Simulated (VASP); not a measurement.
## Rb: single point with PBEsol

Rb:

```xyz
2
Lattice="-2.3790 2.3790 8.4887 2.3790 -2.3790 8.4887 2.3790 2.3790 -8.4887" Properties=species:S:1:pos:R:3 pbc="T T T"
Rb    0.0000    0.0000    8.4887
Rb    2.3790    0.0000    4.2443
```

```json
{
  "Program": "VASP 6.6.1",
  "Task": "single point",
  "Functional": "PBEsol",
  "Potentials or basis": "VASP PAW PBE potentials, release 64 (Rb_sv)",
  "Cutoff": "520 eV",
  "k mesh": "11 × 11 × 11",
  "Occupations": "fermi-dirac, width 0.05 eV",
  "Spin": "no spin polarisation"
}
```

```yaml
Pressure: -0.1 GPa
Band_gap_on_the_k_mesh: zero (bands 9 and 10 overlap by 2.17 eV)
```

Levels at points of the mesh, in eV from the Fermi level:
```
           k point  band 6  band 7  band 8  band 9  band 10  band 11  band 12  band 13
(0.00, 0.00, 0.00)  -13.00  -13.00  -12.99   -1.90     0.13     0.59     2.56     2.57
```

Wall time 16 min on 1 thread of Intel(R) Xeon(R) 6975P-C (Granite Rapids), with other jobs on the host, peak memory 0.8 GiB.

Caveat: the PAW data sets were made with another functional, which shifts forces and pressure a little.
